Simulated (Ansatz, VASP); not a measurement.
# Ni in VASP and in Ansatz

INCAR

```
PREC     = Accurate       # precision mode
ENCUT    = 520            # plane-wave cutoff, eV
EDIFF    = 1E-6           # SCF threshold, eV
ISMEAR   = -1             # smearing method
SIGMA    = 0.05           # smearing width, eV
LREAL    = False          # projectors in reciprocal space
LASPH    = True           # aspherical terms in the spheres
NELM     = 150            # most SCF steps
ALGO     = Normal         # electronic algorithm
ISIF     = 2              # what is computed and relaxed
LWAVE    = False          # write WAVECAR
LCHARG   = False          # write CHGCAR
ISPIN    = 2              # spin polarisation
MAGMOM   = 1.5            # initial moments
LORBIT   = 11             # projections on sites
LMAXMIX  = 4              # l up to which the mixer works
GGA      = PE             # functional
NBANDS   = 15             # bands
```

File KPOINTS:

```
regular mesh
0
Gamma
  20 20 20
```

POSCAR

```
Ni
1.0
    0.0000000000      1.8026244894      1.8026244894
    1.8026244894      0.0000000000      1.8026244894
    1.8026244894      1.8026244894      0.0000000000
Ni
1
Direct
    0.0000000000      0.0000000000      0.0000000000
```

Input for Ansatz:

```yaml
crystal:
  lattice:
    - [0.0, 1.8026244894, 1.8026244894]
    - [1.8026244894, 0.0, 1.8026244894]
    - [1.8026244894, 1.8026244894, 0.0]
  atoms:
    - { symbol: Ni, position: [0.0, 0.0, 0.0], spin: 1.5 }
magnetization:
  spin_polarized: true
kpoints:
  mp_grid: { grid: [20, 20, 20] }
  band_path:
    path:
      - [0.0, 0.0, 0.0]
      - [0.5, 0.0, 0.5]
      - [0.625, 0.25, 0.625]
      - [0.375, 0.375, 0.75]
      - [0.0, 0.0, 0.0]
      - [0.5, 0.5, 0.5]
      - [0.5, 0.25, 0.75]
      - [0.5, 0.0, 0.5]
    npoints: 5
scf:
  occupations: { method: fermi_dirac, width: 0.05 }
hamiltonian:
  xc: pbe
  pseudopotentials: { kind: all_electron, lapw: { basis_error: 0.00025 } }
output:
  forces: true
  stress: true
  eigenvalues: true
```

Change from the starting cell: volume scaled by 1.06.

Alike in both runs: task single point; functional PBE; k mesh 20 × 20 × 20; occupations fermi-dirac, width 0.05 eV; collinear spin.

```csv
,VASP,Ansatz
version,VASP 6.6.1,Ansatz 0.2.0
potentials or method,"VASP PAW PBE potentials, release 64 (Ni), cutoff 520 eV","all-electron LAPW, scalar-relativistic"
```

|  | VASP | Ansatz | Ansatz less VASP |
| --- | --- | --- | --- |
| pressure (GPa) | -11.9 | -12.2 | -0.22 |
| net moment per atom (μB) | 0.64 | 0.65 | +0.011 |
| size of the moment on the site where the two differ most (μB) | 0.66 | 0.68 | +0.019 |

Site moments also hang on the region over which each program counts them. Ansatz ran all-electron here, and VASP with PAW potentials.
